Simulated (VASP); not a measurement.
A run of VASP 6.6.1:

Contents of INCAR:

```
SYSTEM = Si
  PREC = Accurate
  ENCUT = 520
  EDIFF = 1E-6
  ISMEAR = 0
  SIGMA = 0.15
  LREAL = .FALSE.
  LASPH = .TRUE.
  NELM = 100
  ALGO = Normal
  ISIF = 2
  LWAVE = .FALSE.
  LCHARG = .FALSE.
  GGA = PS
  NBANDS = 26
```

KPOINTS

```
Automatic mesh
0
G
  10 10 10
  0 0 0
```

File POSCAR:

```
Si
1.0
   -3.3622416989      3.3622416989      3.1275572283
    3.3622416989     -3.3622416989      3.1275572283
    3.3622416989      3.3622416989     -3.1275572283
Si
8
Direct
    0.2047947401      0.2047947401      0.2047947401
    0.5000000000      0.0000000000      0.2952052599
    0.2952052599      0.5000000000      0.0000000000
    0.0000000000      0.2952052599      0.5000000000
    0.7952052599      0.7952052599      0.7952052599
    0.5000000000      0.0000000000      0.7047947401
    0.7047947401      0.5000000000      0.0000000000
    0.0000000000      0.7047947401      0.5000000000
```

Potentials or basis: VASP PAW PBE potentials, release 64 (Si).

Run with:

```bash
$ cat potpaw_PBE.64/Si/POTCAR > POTCAR
$ mpirun -np 1 vasp_std > vasp.out
```

Hardware: 1 thread of Intel(R) Xeon(R) 6975P-C (Granite Rapids), on a shared host.

**Question.** Estimate the wall time of this run.

**Answer.** Run time: 5.4 min on 1 thread of Intel(R) Xeon(R) 6975P-C (Granite Rapids), on a shared host, peak memory 0.54 GiB. Counts: scf iterations 14, k points 171.
